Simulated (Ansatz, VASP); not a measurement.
ZrB2: VASP beside Ansatz

File INCAR:

```
SYSTEM = ZrB2
ALGO     = Normal         ! electronic algorithm
EDIFF    = 1E-6           ! SCF threshold, eV
ENCUT    = 520            ! plane-wave cutoff, eV
ISIF     = 2              ! what is computed and relaxed
ISMEAR   = -1             ! smearing method
LASPH    = .TRUE.         ! aspherical terms in the spheres
LCHARG   = .TRUE.         ! write CHGCAR
LELF     = .TRUE.         ! ELF
LREAL    = .FALSE.        ! projectors in reciprocal space
LVHAR    = .TRUE.       
LWAVE    = .FALSE.        ! write WAVECAR
NBANDS   = 16             ! bands
NELM     = 60             ! most SCF steps
PREC     = Accurate       ! precision mode
SIGMA    = 0.02           ! smearing width, eV
```

Contents of KPOINTS:

```
k-points
0
G
  15 15 11
  0 0 0
```

The input POSCAR:

```
ZrB2
1.0
    3.1700000000      0.0000000000      0.0000000000
   -1.5850000000      2.7453005300      0.0000000000
    0.0000000000      0.0000000000      3.5330000000
Zr B
1 2
Direct
    0.0000000000      0.0000000000      0.0000000000
    0.6666666667      0.3333333333      0.5000000000
    0.3333333333      0.6666666667      0.5000000000
```

Input for Ansatz:

```yaml
crystal:
  lattice:
    - [3.17, 0.0, 0.0]
    - [-1.585, 2.74530053, 0.0]
    - [0.0, 0.0, 3.533]
  atoms:
    - { symbol: Zr, position: [0.0, 0.0, 0.0] }
    - { symbol: B, position: [0.6666666667, 0.3333333333, 0.5] }
    - { symbol: B, position: [0.3333333333, 0.6666666667, 0.5] }
hamiltonian:
  xc: lda
kpoints:
  mp_grid: { grid: [15, 15, 11] }
scf:
  occupations: { method: fermi_dirac, width: 0.02 }
  convergence: { dr2_threshold: 1.0e-09 }
basis:
  ecutwfc: 600
output:
  eigenvalues: true
  forces: true
  stress: true
```

Alike in both runs: task single point; functional LDA; k mesh 15 × 15 × 11; occupations fermi-dirac, width 0.02 eV; no spin polarisation.

|  | VASP | Ansatz |
| --- | --- | --- |
| version | VASP 6.6.1 | Ansatz 0.2.0 |
| potentials or method | VASP PAW LDA potentials, release 64 (Zr_sv, B), cutoff 520 eV | scalar-relativistic, plane waves, PAW |
| valence electrons in the cell | 18 | 18 |

|  | VASP | Ansatz | Ansatz less VASP |
| --- | --- | --- | --- |
| gap on the k mesh at the Fermi level (eV) | none | none | - |
| pressure (GPa) | -8.4 | -8.8 | -0.48 |
| traceless stress, the component that is largest in VASP (GPa) | 0.21 | 0.18 | -0.026 |

LDA's correlation is that of Perdew and Zunger in VASP and of Perdew and Wang (1992) in Ansatz. A gap of «none» marks a metal or a gap that the smearing closes. Ansatz's warnings: stress scf threshold loose.
